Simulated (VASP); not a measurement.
Here is a VASP 6.6.1 calculation.

INCAR

```
ALGO = Normal ; EDIFF = 1E-6
ENCUT = 520 ; GGA = PE
ISIF = 2 ; ISMEAR = 0
ISPIN = 2 ; LASPH = T
LCHARG = T ; LELF = T
LORBIT = 11 ; LREAL = F
LVHAR = T ; LWAVE = F
MAGMOM = 0.5 0 ; NBANDS = 21
NELM = 150 ; PREC = Accurate
SIGMA = 0.02
```

File KPOINTS:

```
k-points
0
Gamma
  8 8 8
```

POSCAR

```
PbS
1.0
    0.0000000000      2.9256673838      2.9256673838
    2.9256673838      0.0000000000      2.9256673838
    2.9256673838      2.9256673838      0.0000000000
Pb S
1 1
Direct
    0.0000000000      0.0000000000      0.0000000000
    0.5000000000      0.5000000000      0.5000000000
```

Potentials or basis: VASP PAW PBE potentials, release 64 (Pb_d, S).

Command:

```console
$ cat potpaw_PBE.64/Pb_d/POTCAR potpaw_PBE.64/S/POTCAR > POTCAR
$ mpirun -np 1 vasp_std > vasp.out
```

(1) Predict the net moment.

(2) What does it give for the pressure?

(3) Estimate the band gap on the k mesh.

Results:

(1) 0.00 μB per cell.

(2) 4.9 GPa.

(3) 0.20 eV.

Caveat: the cell stands under pressure; spin-orbit coupling is left out, which moves the levels of the heavy elements.
